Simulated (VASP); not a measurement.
The system is HfO2.

```
Hf O
1.0
     5.04883    0.00000    0.00000
     0.00000    5.11561    0.00000
    -0.84706    0.00000    5.14340
Hf O
4 8
Direct
  0.27550 0.46030 0.70800
  0.72450 0.96030 0.79200
  0.72450 0.53970 0.29200
  0.27550 0.03970 0.20800
  0.07420 0.16840 0.84670
  0.92580 0.66840 0.65330
  0.92580 0.83160 0.15330
  0.07420 0.33160 0.34670
  0.44870 0.74190 0.98010
  0.55130 0.24190 0.51990
  0.55130 0.25810 0.01990
  0.44870 0.75810 0.48010
```

Base run:

| Quantity | Value |
| --- | --- |
| Program | VASP 6.6.1 |
| Functional | PBE |
| Potentials or basis | VASP PAW PBE potentials, release 64 (Hf_pv, O) |
| Cutoff | 520 eV |
| k mesh | 5 × 5 × 5 |
| Occupations | fermi-dirac, width 0.05 eV |
| Spin | no spin polarisation |

Its results: band gap on the k mesh 4.31 eV, indirect (least direct gap 4.36 eV); pressure 13.8 GPa; largest force 0.586 eV/Å.

**Question.** The run is repeated on the same cell with these changes: functional from PBE to BLYP. What comes out?

**Answer.** Band gap on the k mesh 4.36 eV, indirect (least direct gap 4.41 eV); pressure 21.4 GPa; largest force 0.639 eV/Å.

BLYP binds less tightly than PBE, so the same cell stands under more pressure.

Caveats: spin-orbit coupling is left out, which moves the levels of the heavy elements; the PAW data sets were made with another functional, which shifts forces and pressure a little (some runs).

A k mesh can miss the band edges.
